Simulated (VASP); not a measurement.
# HfC in VASP: further runs

Aim: see how the results for HfC move with the level of theory and the settings. Levels: PBEsol, r2SCAN. Tasks: single point.

Everything below comes from runs of VASP 6.6.1. Logs are shortened: lines on timing, memory, paths and dates and some standing lists are left out, and cuts for length are marked.

### 1 The cell of the first run

Symmetry: C2, No. 5, monoclinic system. Conventional cell: a = 5.790 Å, b = 3.343 Å, c = 5.203 Å, α = 90.00°, β = 90.00°, γ = 90.00°. Hf (site symmetry 1) has 6 C at 2.26 to 2.39 Å within 3.0 Å. Within 3.1 Å of C (site symmetry 2) lie 6 Hf at 2.33 Å and 2 C at 2.60 Å. C (site symmetry 2) has 6 Hf at 2.26 to 2.39 Å and 2 C at 2.60 Å within 3.0 Å.

### 2 Single point, PBEsol (one atom moved)

Input file INCAR:

```
SYSTEM = HfC
  PREC = Accurate
  ENCUT = 520
  EDIFF = 1E-6
  ISMEAR = 0
  SIGMA = 0.1
  LREAL = .FALSE.
  LASPH = .TRUE.
  NELM = 100
  ALGO = Normal
  ISIF = 2
  LWAVE = .FALSE.
  LCHARG = .TRUE.
  GGA = PS
  LELF = .TRUE.
  LVHAR = .TRUE.
  NBANDS = 22
```

Input file KPOINTS:

```
regular mesh
0
G
  12 12 8
  0 0 0
```

Input file POSCAR:

```
HfC
1.0
    3.3428660531      0.0000000000      0.0000000000
   -1.6714330265      2.8950069234      0.0000000000
    0.0000000000      0.0000000000      5.2027140000
Hf C
2 2
Direct
    0.6666666700      0.3333333300      0.7500000000
    0.3333333300      0.6666666700      0.2500000000
    0.0000000000      0.0000000000      0.0000000000
    0.0269230052      0.0000000000      0.5000000000
```

Potentials or basis: VASP PAW PBE potentials, release 64 (Hf_pv, C).

On the command line:

```console
$ cat potpaw_PBE.64/Hf_pv/POTCAR potpaw_PBE.64/C/POTCAR > POTCAR
$ mpirun -np 1 vasp_std > vasp.out
```

OUTCAR:

```text
SYSTEM = HfC
   PREC = Accurate
   ENCUT = 520
   EDIFF = 1E-6
   ISMEAR = 0
   LREAL = .FALSE.
   LASPH = .TRUE.
   NELM = 100
   ISIF = 2
   GGA = PS

 ion  position               nearest neighbor table
   1  0.667  0.333  0.750-   4 2.26   3 2.33   3 2.33   3 2.33   4 2.33   4 2.39   2 3.24   2 3.24
                             2 3.24   2 3.24   2 3.24   2 3.24
   2  0.333  0.667  0.250-   4 2.26   3 2.33   3 2.33   3 2.33   4 2.33   4 2.39   1 3.24   1 3.24
                             1 3.24   1 3.24   1 3.24   1 3.24
   3  0.000  0.000  0.000-   1 2.33   2 2.33   2 2.33   1 2.33   1 2.33   2 2.33
   4  0.027  0.000  0.500-   2 2.26   1 2.26   1 2.33   2 2.33   1 2.39   2 2.39

  LATTYP: Found a hexagonal cell.
 ALAT       =     3.3428660531
 C/A-ratio  =     1.5563632875

  Lattice vectors:

 A1 = (   3.3428660531,   0.0000000000,   0.0000000000)
 A2 = (  -1.6714330265,   2.8950069234,   0.0000000000)
 A3 = (   0.0000000000,   0.0000000000,   5.2027140000)

Analysis of symmetry for initial positions (statically):
=====================================================================
 Subroutine PRICEL returns:
 Original cell was already a primitive cell.

 Routine SETGRP: Setting up the symmetry group for a
 hexagonal supercell.

 Subroutine GETGRP returns: Found  2 space group operations
 (whereof  2 operations were pure point group operations)
 out of a pool of 24 trial point group operations.

The static configuration has the point symmetry C_2 .

Analysis of symmetry for dynamics (positions and initial velocities):
=====================================================================
 Subroutine PRICEL returns:
 Original cell was already a primitive cell.

 Routine SETGRP: Setting up the symmetry group for a
 hexagonal supercell.

 Subroutine GETGRP returns: Found  2 space group operations
 (whereof  2 operations were pure point group operations)
 out of a pool of 24 trial point group operations.

The dynamic configuration has the point symmetry C_2 .

 Subroutine INISYM returns: Found  2 space group operations
 (whereof  2 operations are pure point group operations),
 and found     1 'primitive' translations

----------------------------------------------------------------------------------------

                                     Primitive cell

  volume of cell :      50.3499

  direct lattice vectors                    reciprocal lattice vectors
     3.342866053  0.000000000  0.000000000     0.299144502  0.172711159  0.000000000
    -1.671433026  2.895006923  0.000000000     0.000000000  0.345422317  0.000000000
     0.000000000  0.000000000  5.202714000     0.000000000  0.000000000  0.192207375

  length of vectors
     3.342866053  3.342866053  5.202714000     0.345422317  0.345422317  0.192207375

  position of ions in fractional coordinates (direct lattice)
     0.666666670  0.333333330  0.750000000
     0.333333330  0.666666670  0.250000000
     0.000000000  0.000000000  0.000000000
     0.026923005  0.000000000  0.500000000

  ion indices of the primitive-cell ions
   primitive index   ion index
                 1           1
                 2           2
                 3           3
                 4           4

----------------------------------------------------------------------------------------

 KPOINTS: regular mesh

Automatic generation of k-mesh.
 Grid dimensions read from file:
 generate k-points for:   12   12    8

 Generating k-lattice:

  Cartesian coordinates                     Fractional coordinates (reciprocal lattice)
     0.024928708  0.014392597  0.000000000     0.083333333  0.000000000  0.000000000
     0.000000000  0.028785193  0.000000000     0.000000000  0.083333333  0.000000000
     0.000000000  0.000000000  0.024025922     0.000000000  0.000000000  0.125000000

  Length of vectors
     0.028785193  0.028785193  0.024025922

  Shift w.r.t. Gamma in fractional coordinates (k-lattice)
     0.000000000  0.000000000  0.000000000

 Subroutine IBZKPT returns following result:
 ===========================================

 Found    320 irreducible k-points:

 Following reciprocal coordinates:
            Coordinates               Weight
  0.000000  0.000000  0.000000      1.000000
  0.083333  0.000000  0.000000      4.000000
  0.000000  0.083333  0.000000      2.000000
  0.166667 -0.000000  0.000000      4.000000
  0.000000  0.166667  0.000000      2.000000
  0.250000  0.000000  0.000000      4.000000
[... 16 lines left out ...]
 -0.083333  0.416667  0.000000      4.000000
 -0.416667  0.333333  0.000000      4.000000
 [... further k-points ...]
   k-points           NKPTS =    320   k-points in BZ     NKDIM =    320   number of bands    NBANDS=     22
   number of dos      NEDOS =    301   number of ions     NIONS =      4
   total plane-waves  NPLWV =  31360
   dimension x,y,z NGX =    28 NGY =   28 NGZ =   40
   dimension x,y,z NGXF=    56 NGYF=   56 NGZF=   80
   ions per type =               2   2
   NGX,Y,Z   is equivalent  to a cutoff of  13.92, 13.92, 12.78 a.u.
   NGXF,Y,Z  is equivalent  to a cutoff of  27.85, 27.85, 25.56 a.u.
 SYSTEM =  HfC
   PREC   = accura    normal or accurate (medium, high low for compatibility)
   ISTART =      0    job   : 0-new  1-cont  2-samecut
   ICHARG =      2    charge: 1-file 2-atom 10-const
   ISPIN  =      1    spin polarized calculation?
   LNONCOLLINEAR =      F non collinear calculations
   LSORBIT =      F    spin-orbit coupling
   LASPH  =      T    aspherical Exc in radial PAW
   ENCUT  =  520.0 eV  38.22 Ry    6.18 a.u.   6.22  6.22  9.67*2*pi/ulx,y,z
   NELM   =    100;   NELMIN=  2; NELMDL= -5     # of ELM steps
   EDIFF  = 0.1E-05   stopping-criterion for ELM
   LREAL  =      F    real-space projection
[... 7 lines left out ...]
   TEBEG  =    0.0;   TEEND  =   0.0 temperature during run
   PSTRESS=    0.0 pullay stress
   NELECT =      28.0000    total number of electrons
   NUPDOWN=      -1.0000    fix difference up-down
   EMIN   =  10.00;   EMAX   =-10.00  energy-range for DOS
   EFERMI =   0.00;   METHOD = LEGACY
   ISMEAR =     0;   SIGMA  =   0.10  broadening in eV -4-tet -1-fermi 0-gaus
   EFERMI_NEDOS =   21; number of points for ismear=-14 and -15
   IALGO  =     38    algorithm
   IMIX   =      4    mixing-type and parameters
     AMIX     =   0.40;   BMIX     =  1.00
     AMIX_MAG =   1.60;   BMIX_MAG =  1.00
  volume/ion in A,a.u.               =      12.59        84.94
  Fermi-wavevector in a.u.,A,eV,Ry     =   1.346257  2.544057 24.659309  1.812408
  Thomas-Fermi vector in A             =   2.474104
   LORBIT       =      0    0 simple, 1 ext, 2 COOP (PROOUT), +10 PAW based schemes
   GGA     = PS    functional components
   LHFCALC =     F    Hartree Fock is set to
   AEXX    =    0.0000 exact exchange contribution
   IVDW    =     0    specifies the selected vdW correction
   LEPSILON=     F    determine dielectric tensor
   LRPA    =     F    only Hartree local field effects (RPA)
 non-spin polarized calculation
 Gauss-broadening in eV      SIGMA  =   0.10
  energy-cutoff  :      520.00
  volume of cell :       50.35
 maximum number of plane-waves:      1375
 NGX is ok and might be reduce to    28
   NGX = 13   NGY = 13   NGZ = 19

 number of electron      28.0000002 magnetization

 Free energy of the ion-electron system (eV)
  ---------------------------------------------------
  ext. energy  EPLUGINS =         0.00000000
  ---------------------------------------------------
  free energy    TOTEN  =       -43.56043992 eV

  energy without entropy =      -43.55816225  energy(sigma->0) =      -43.55930109

 E-fermi :   6.3307     XC(G=0): -12.4123

 val. band max:        6.2855081225   @ k =  -0.2500  -0.4167   0.0000
 cond. band min:       6.4215819894   @ k =  -0.1667   0.0833   0.1250
 fundamental gap:      0.1360738670
 Fermi energy:         6.3307135196

 k-point     1 :       0.0000    0.0000    0.0000
  band No.  band energies     occupation
      1     -24.3064      2.00000
      2     -23.7258      2.00000
      3     -23.7248      2.00000
      4     -23.6348      2.00000
      5     -23.6336      2.00000
      6     -23.5582      2.00000
[... 14 lines left out ...]
     21      10.2676      0.00000
     22      14.3542      0.00000

 k-point     2 :       0.0833    0.0000    0.0000
  band No.  band energies     occupation
      1     -24.2900      2.00000
      2     -23.7584      2.00000
      3     -23.7377      2.00000
      4     -23.6657      2.00000
      5     -23.6352      2.00000
      6     -23.5645      2.00000
[... 14 lines left out ...]
     21      10.6252      0.00000
     22      13.9826      0.00000

 k-point     3 :       0.0000    0.0833    0.0000
  band No.  band energies     occupation
      1     -24.2900      2.00000
      2     -23.7578      2.00000
      3     -23.7384      2.00000
      4     -23.6648      2.00000
      5     -23.6361      2.00000
      6     -23.5645      2.00000
[... 14 lines left out ...]
     21      10.6262      0.00000
     22      13.9715      0.00000

 k-point     4 :       0.1667   -0.0000    0.0000
  band No.  band energies     occupation
      1     -24.2432      2.00000
      2     -23.8490      2.00000
      3     -23.7699      2.00000
      4     -23.7476      2.00000
      5     -23.6411      2.00000
      6     -23.5836      2.00000
[... 14 lines left out ...]
     21      11.8027      0.00000
     22      13.2121      0.00000

 k-point     5 :       0.0000    0.1667    0.0000
  band No.  band energies     occupation
      1     -24.2431      2.00000
      2     -23.8485      2.00000
      3     -23.7708      2.00000
      4     -23.7465      2.00000
      5     -23.6420      2.00000
      6     -23.5836      2.00000
[... 14 lines left out ...]
     21      11.8201      0.00000
     22      13.1762      0.00000

 k-point     6 :       0.2500    0.0000    0.0000
  band No.  band energies     occupation
      1     -24.1729      2.00000
      2     -23.9731      2.00000
      3     -23.8541      2.00000
      4     -23.8099      2.00000
      5     -23.6527      2.00000
      6     -23.6160      2.00000
[... 14 lines left out ...]
     21      12.7206      0.00000
     22      12.9305      0.00000

 k-point     7 :       0.0000    0.2500    0.0000
  band No.  band energies     occupation
      1     -24.1725      2.00000
      2     -23.9730      2.00000
      3     -23.8534      2.00000
      4     -23.8105      2.00000
      5     -23.6536      2.00000
      6     -23.6162      2.00000
[... 324 lines left out ...]
      6     -23.6423      2.00000
[... 14 lines left out ...]
     21      12.5440      0.00000
     22      13.1530      0.00000

 k-point    21 :      -0.3333    0.2500    0.0000
  band No.  band energies     occupation
      1     -24.1231      2.00000
      2     -24.0348      2.00000
      3     -23.9343      2.00000
      4     -23.8190      2.00000
      5     -23.6781      2.00000
      6     -23.6421      2.00000
[... 14 lines left out ...]
     21      12.5178      0.00000
     22      13.1135      0.00000

 k-point    22 :       0.3333    0.0833    0.0000
  band No.  band energies     occupation
      1     -24.1428      2.00000
      2     -24.0395      2.00000
      3     -24.0006      2.00000
      4     -23.8685      2.00000
      5     -23.6931      2.00000
      6     -23.6911      2.00000
[... 14 lines left out ...]
     21      12.2498      0.00000
     22      13.1126      0.00000

 k-point    23 :      -0.0833    0.4167    0.0000
  band No.  band energies     occupation
      1     -24.1420      2.00000
      2     -24.0397      2.00000
      3     -24.0001      2.00000
      4     -23.8689      2.00000
      5     -23.6942      2.00000
      6     -23.6912      2.00000
[... 14 lines left out ...]
     21      12.2797      0.00000
     22      13.1166      0.00000

 k-point    24 :      -0.4167    0.3333    0.0000
  band No.  band energies     occupation
      1     -24.1428      2.00000
      2     -24.0396      2.00000
      3     -24.0009      2.00000
      4     -23.8681      2.00000
      5     -23.6932      2.00000
      6     -23.6909      2.00000
[... 14 lines left out ...]
     21      12.2730      0.00000
     22      13.1168      0.00000

 [... further k-points ...]

------------------------ aborting loop because EDIFF is reached ----------------------------------------

  FORCE on cell =-STRESS in cart. coord.  units (eV):
  Direction    XX          YY          ZZ          XY          YZ          ZX
  --------------------------------------------------------------------------------------
  -------------------------------------------------------------------------------------
  Total       -2.5267029     -2.5245478     -2.0349591     -0.0000000      0.1126581      0.0000000
  in kB      -80.4018854    -80.3333055    -64.7541683     -0.0000000      3.5848795      0.0000000
  external PRESSURE =     -75.1631197 kB  Pullay stress =       0.0000000 kB

 VOLUME and BASIS-vectors are now :
 -----------------------------------------------------------------------------
  energy-cutoff  :      520.00
  volume of cell :       50.35
      direct lattice vectors                 reciprocal lattice vectors
     3.342866053  0.000000000  0.000000000     0.299144502  0.172711159  0.000000000
    -1.671433026  2.895006923  0.000000000     0.000000000  0.345422317  0.000000000
     0.000000000  0.000000000  5.202714000     0.000000000  0.000000000  0.192207375

 POSITION                                       TOTAL-FORCE (eV/Angst)
 -----------------------------------------------------------------------------------
      1.67143      0.96500      3.90204         0.697309      0.042948      0.055786
     -0.00000      1.93000      1.30068         0.697309     -0.042948     -0.055786
      0.00000      0.00000      0.00000        -0.263747      0.000000      0.000000
      0.09000      0.00000      2.60136        -1.130870      0.000000      0.000000
 -----------------------------------------------------------------------------------
    total drift:                               -0.000102      0.000000      0.000000

  FREE ENERGIE OF THE ION-ELECTRON SYSTEM (eV)
  ---------------------------------------------------
  free  energy   TOTEN  =       -43.5604399245 eV

  energy  without entropy=      -43.5581622524  energy(sigma->0) =      -43.55930109
```

It took 5.6 min on 1 thread of Intel Xeon Platinum 8488C (Sapphire Rapids), shared host; peak memory 0.42 GiB.

What came out:

| Property | Result |
| --- | --- |
| Free energy | -43.5604 eV |
| Pressure | -7.5 GPa |
| Largest force | 1.131 eV/Å |
| Band gap on the k mesh | zero (band 14 reaches 7.25 eV, above the bottom of band 15 at 5.89 eV) |

Forces in eV/Å, atoms in the order of the input:
```
Hf   0.697  0.043  0.056
Hf   0.697 -0.043 -0.056
C   -0.264  0.000  0.000
C   -1.131  0.000  0.000
```

Stress tensor (GPa, compression positive):
```
-8.04  0.00  0.00
 0.00 -8.03  0.36
 0.00  0.36 -6.48
```

Caveat: the cell differs from its parent crystal (one atom moved); the PAW data sets were made with another functional, which shifts forces and pressure a little; spin-orbit coupling is left out, which moves the levels of the heavy elements.

### 3 Single point, r2SCAN (functional r2SCAN, strained)

Input file POSCAR:

```
HfC
1.0
    3.4911555912      0.0000000000      0.0000000000
   -1.7455777956      3.0234294305      0.0000000000
    0.0000000000      0.0000000000      5.4335063930
Hf C
2 2
Direct
    0.6666666700      0.3333333300      0.7500000000
    0.3333333300      0.6666666700      0.2500000000
    0.0000000000      0.0000000000      0.0000000000
    0.0000000000      0.0000000000      0.5000000000
```

Input file INCAR.step1:

```
SYSTEM = HfC
  ALGO = Normal
  EDIFF = 1E-4
  ENCUT = 520
  GGA = PE
  ISMEAR = 0
  LASPH = .True.
  LCHARG = .False.
  LREAL = .False.
  LWAVE = .True.
  NBANDS = 22
  NELM = 60
  PREC = Accurate
  SIGMA = 0.1
```

Input file INCAR.step2:

```
SYSTEM = HfC
  ALGO = Normal
  EDIFF = 1E-6
  ENCUT = 520
  ISIF = 2
  ISMEAR = 0
  ISTART = 1
  LASPH = .True.
  LCHARG = .False.
  LMIXTAU = .True.
  LREAL = .False.
  LWAVE = .False.
  METAGGA = R2SCAN
  NBANDS = 22
  NELM = 60
  PREC = Accurate
  SIGMA = 0.1
```

Input file KPOINTS:

```
k-points
0
Gamma
  15 15 8
  0 0 0
```

Potentials or basis: VASP PAW PBE potentials, release 64 (Hf_pv, C).

On the command line:

```console
$ cat potpaw_PBE.64/Hf_pv/POTCAR potpaw_PBE.64/C/POTCAR > POTCAR
$ cp INCAR.step1 INCAR
$ mpirun -np 1 vasp_std > vasp.out
$ cp INCAR.step2 INCAR
$ mpirun -np 1 vasp_std > vasp.out
```

It took 9 min on 1 thread of Intel Xeon Platinum 8488C (Sapphire Rapids), shared host; peak memory 0.29 GiB.

It converged, with:

```
Free energy            : -112.9951 eV
Pressure               : -27.1 GPa
Band gap on the k mesh : zero (band 14 reaches 6.59 eV, above the bottom of band 15 at 5.22 eV)
```

Stress tensor (GPa, compression positive):
```
-28.78   0.00   0.00
  0.00 -28.78   0.00
  0.00   0.00 -23.85
```

Levels at points of the mesh, in eV from the Fermi level:
```
           k point  band 10  band 11  band 12  band 13  band 14  band 15  band 16  band 17  band 18  band 19
(0.00, 0.00, 0.00)    -3.15    -3.15    -1.42    -1.42     0.95     1.29     1.29     1.64     1.64     1.96
(0.00, 0.00, 0.50)    -3.21    -2.70    -2.70    -2.70    -2.70     3.39     3.39     3.39     3.39     3.39
```

Caveat: the cell differs from its parent crystal (functional r2SCAN, strained); the PAW data sets were made with another functional, which shifts forces and pressure a little; spin-orbit coupling is left out, which moves the levels of the heavy elements.
